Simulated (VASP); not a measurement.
A run of VASP 6.6.1:

INCAR

```
ALGO = Normal ; DIPOL = 0.5 0.5 0.500
EDIFF = 1E-6 ; ENCUT = 520
GGA = PS ; IDIPOL = 3
ISIF = 2 ; ISMEAR = 0
LASPH = T ; LCHARG = F
LDIPOL = T ; LREAL = F
LWAVE = F ; NBANDS = 31
NELM = 80 ; PREC = Accurate
SIGMA = 0.05
```

File KPOINTS:

```
k-points
0
Gamma
  8 8 1
```

File POSCAR:

```
BAs
1.0
    3.3713973180      0.0000000000      0.0000000000
    0.0000000000      3.3713973180      0.0000000000
    0.0000000000      0.0000000000     25.7277205753
As B
5 5
Direct
    0.0000000000      0.5000000000      0.2915143601
    0.5000000000      0.0000000000      0.3841746445
    0.0000000000      0.5000000000      0.4768349289
    0.5000000000      0.0000000000      0.5694952133
    0.0000000000      0.5000000000      0.6621554977
    0.5000000000      0.5000000000      0.3378445023
    0.0000000000      0.0000000000      0.4305047867
    0.5000000000      0.5000000000      0.5231650711
    0.0000000000      0.0000000000      0.6158253555
    0.5000000000      0.5000000000      0.7084856399
```

Potentials or basis: VASP PAW PBE potentials, release 64 (As, B).

Command:

```bash
$ cat potpaw_PBE.64/As/POTCAR potpaw_PBE.64/B/POTCAR > POTCAR
$ mpirun -np 1 vasp_std > vasp.out
```

Hardware: 1 thread of Intel(R) Xeon(R) 6975P-C (Granite Rapids) (shared host).

Problem. How long does it take, and how much memory?

Solution. It took 6.6 min on 1 thread of Intel(R) Xeon(R) 6975P-C (Granite Rapids), with other jobs on the host, peak memory 0.48 GiB. Counts: scf iterations 31, k points 25.
